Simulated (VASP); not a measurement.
Wanted: the native input for a VASP 6.6.1 run.

```yaml
Task: relaxation of cell and atoms
Functional: PBE
Potentials_or_basis: VASP PAW PBE potentials, release 64 (Be, N)
Cutoff: 600 eV
k_mesh: 15 × 15 × 15
Occupations: gaussian, width 0.01 eV
Spin: no spin polarisation
Dipole_correction: no
Further_INCAR_settings: ALGO = Normal; EDIFF = 1e-06; IBRION = 2; EDIFFG = -0.01; NSW = 100; ISIF = 3
```

The structure of BeN lies in POSCAR:

```
BeN
1.0
    1.4492725472      0.8367378952      3.9104744798
   -1.4492725472      0.8367378952      3.9104744798
    0.0000000000     -1.6734757905      3.9104744798
Be N
2 2
Direct
    0.7408930604      0.7408930604      0.7408930604
    0.2591069396      0.2591069396      0.2591069396
    0.5689900645      0.5689900645      0.5689900645
    0.4310099355      0.4310099355      0.4310099355
```

One way to write it, as run:

INCAR

```
SYSTEM = BeN
PREC     = Accurate       ! precision mode
ENCUT    = 600            ! plane-wave cutoff, eV
EDIFF    = 1E-6           ! SCF threshold, eV
ISMEAR   = 0              ! smearing method
SIGMA    = 0.01           ! smearing width, eV
LREAL    = .False.        ! projectors in reciprocal space
LASPH    = .True.         ! aspherical terms in the spheres
NELM     = 100            ! most SCF steps
ALGO     = Normal         ! electronic algorithm
ISIF     = 3              ! what is computed and relaxed
LWAVE    = .False.        ! write WAVECAR
LCHARG   = .False.        ! write CHGCAR
GGA      = PE             ! functional
IBRION   = 2              ! ionic algorithm
NSW      = 100            ! ionic steps
EDIFFG   = -0.01          ! ionic threshold
```

KPOINTS

```
Automatic mesh
0
Gamma
  15 15 15
  0 0 0
```

Potentials or basis: VASP PAW PBE potentials, release 64 (Be, N).

Command:

```sh
$ cat potpaw_PBE.64/Be/POTCAR potpaw_PBE.64/N/POTCAR > POTCAR
$ mpirun -np 1 vasp_std > vasp.out
```

It gave:

The relaxed volume is 7.12 Å³/atom. The relaxed cell is a = 4.255 Å, b = 4.255 Å, c = 4.255 Å, α = 39.85°, β = 39.85°, γ = 39.85° and the space group after relaxing (to 0.05 Å) is R-3m (No. 166). The energy gained by relaxing is 0.0 meV/atom. The ionic steps are 2, the pressure after relaxing is -0.1 GPa and the largest force after relaxing is 0.006 eV/Å. The band gap on the k mesh is zero (filled and empty bands touch).

Wall time 2.6 min on 1 thread of Intel(R) Xeon(R) Platinum 8488C (Sapphire Rapids), on a shared host, peak memory 0.29 GiB.
